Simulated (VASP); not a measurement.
In: single point with PBEsol

The system is In.

```
In
1.0
    -1.75172    1.75172    2.13199
     1.75172   -1.75172    2.13199
     1.75172    1.75172   -2.13199
In
1
Direct
  0.00000 0.00000 0.00000
```

This cell differs from its parent crystal: ratio of the length along z to the lengths across it x 0.8, volume and fractional coordinates fixed.

| Property | Result |
| --- | --- |
| Program | VASP 6.6.1 |
| Task | single point |
| Functional | PBEsol |
| Potentials or basis | VASP PAW PBE potentials, release 64 (In_d) |
| Cutoff | 520 eV |
| k mesh | 22 × 22 × 22 |
| Occupations | gaussian, width 0.15 eV |
| Spin | no spin polarisation |
| Dipole correction | no |
| Further INCAR settings | ALGO = Fast; EDIFF = 1e-07; NBANDS = 12 |

```yaml
Pressure: -1.0 GPa
Band_gap_on_the_k_mesh: zero (an odd number of electrons rules out a gap without spin polarisation)
```

Stress tensor (GPa, compression positive):
```
-1.20  0.00  0.00
 0.00 -1.20  0.00
 0.00  0.00 -0.54
```

Levels at points of the mesh, in eV from the Fermi level:
```tsv
k point	band 4	band 5	band 6	band 7	band 8	band 9
(0.00, 0.00, 0.00)	-14.40	-14.28	-9.54	10.48	10.82	10.82
(0.50, 0.00, 0.00)	-14.24	-14.15	-4.25	-3.34	7.13	8.51
(0.50, 0.50, 0.00)	-14.22	-14.11	-2.92	-2.68	4.53	5.28
(0.50, 0.50, 0.50)	-14.15	-14.15	-0.99	-0.35	2.74	2.74
```

Wall time 4.7 min on 1 thread of Intel Xeon 8259CL, on a shared host, peak memory 0.35 GiB.

Caveat: the PAW data sets were made with another functional, which shifts forces and pressure a little; spin-orbit coupling is left out, which moves the levels of the heavy elements.
